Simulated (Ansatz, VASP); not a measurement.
## One calculation of Pt, two programs

The input INCAR:

```
SYSTEM = Pt
ALGO = Fast
EDIFF = 1E-7
EDIFFG = -0.002
ENCUT = 600
GGA = PE
IBRION = 2
ISIF = 3
ISMEAR = 0
LASPH = .True.
LCHARG = .False.
LREAL = .False.
LWAVE = .False.
NELM = 60
NSW = 100
PREC = Accurate
SIGMA = 0.1
```

Contents of KPOINTS:

```
k-points
0
Gamma
  18 18 18
  0 0 0
```

The input POSCAR:

```
Pt
1.0
    0.0000000000      1.9715751800      1.9715751800
    1.9715751800      0.0000000000      1.9715751800
    1.9715751800      1.9715751800      0.0000000000
Pt
1
Direct
    0.0000000000      0.0000000000      0.0000000000
```

Input for Ansatz:

```yaml
crystal:
  lattice:
    - [0.0, 1.97157518, 1.97157518]
    - [1.97157518, 0.0, 1.97157518]
    - [1.97157518, 1.97157518, 0.0]
  atoms:
    - { symbol: Pt, position: [0.0, 0.0, 0.0] }
basis:
  ecutwfc: 420
kpoints:
  mp_grid: { grid: [18, 18, 18] }
hamiltonian:
  xc: pbe
  pseudopotentials: { kind: paw, azcp: { folder: soft_1 } }
scf:
  occupations: { method: gaussian, width: 0.1 }
output:
  forces: true
  stress: true
  eigenvalues: true
relax:
  adjacent_minimum: "off"
  f_tol: 0.002
  max_steps: 80
  cell: { stress_tol: 0.02 }
```

Alike in both runs: task relaxation of cell and atoms; functional PBE; k mesh 18 × 18 × 18; occupations gaussian, width 0.1 eV; no spin polarisation.

|  | VASP | Ansatz |
| --- | --- | --- |
| version | VASP 6.6.1 | Ansatz 0.2.0 |
| potentials or method | VASP PAW PBE potentials, release 64 (Pt), cutoff 600 eV | scalar-relativistic, plane waves, PAW |
| valence electrons in the cell | 10 | 18 |

Ansatz gave:

* gap on the k mesh at the Fermi level, each at its own relaxed structure (eV): none
* relaxed volume (Å³/atom): 15.64
* relaxed cell length with the largest relative difference (Å): 2.807

Which values does VASP return?

gap on the k mesh at the Fermi level, each at its own relaxed structure (eV): none; relaxed volume (Å³/atom): 15.62; relaxed cell length with the largest relative difference (Å): 2.806.

A gap of «none» marks a metal or a gap that the smearing closes. VASP's potentials hold 10 valence electrons a cell and Ansatz's 18, so a difference there can come from the potentials and not from the codes.

Spin-orbit coupling is off throughout.
